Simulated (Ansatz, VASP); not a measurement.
# Two plane-wave programs on NiO2

```
CELL_PARAMETERS angstrom
1.40213 0.80952 6.97429
-1.40213 0.80952 6.97429
0.00000 -1.61904 6.97429
ATOMIC_POSITIONS crystal
Ni 0.00000 0.00000 0.00000
O 0.62121 0.62121 0.62121
O 0.37879 0.37879 0.37879
```

Alike in both runs: task single point; functional LDA; k mesh 6 × 6 × 6; occupations fermi-dirac, width 0.1 eV; collinear spin; Hubbard terms Ni d U = 5.0 eV.

|  | VASP | Ansatz |
| --- | --- | --- |
| version | VASP 6.6.1 | Ansatz 0.2.0 |
| potentials or method | VASP PAW LDA potentials, release 64 (Ni_sv_GW, O), cutoff 700 eV | plane waves, PAW |
| valence electrons in the cell | 30 | 30 |

Ansatz gave:

- pressure (GPa): -7.5
- traceless stress, the component that is largest in VASP (GPa): 2.30
- rms of the force components (eV/Å): 0.380
- net moment per atom (μB): 0.00

Question: Estimate VASP's values.

Answer: Pressure (GPa): -8.6; traceless stress, the component that is largest in VASP (GPa): 2.32; rms of the force components (eV/Å): 0.414; net moment per atom (μB): 0.00.

LDA's correlation is that of Perdew and Zunger in VASP and of Perdew and Wang (1992) in Ansatz. The programs project onto different local orbitals, so the same U acts differently, and such runs can settle in different states. Atom by atom the forces differ by 0.034 eV/Å (rms over components). Ansatz's warnings: seeded moment not kept.

The k mesh is coarse, so the values compare programs but aren't converged.
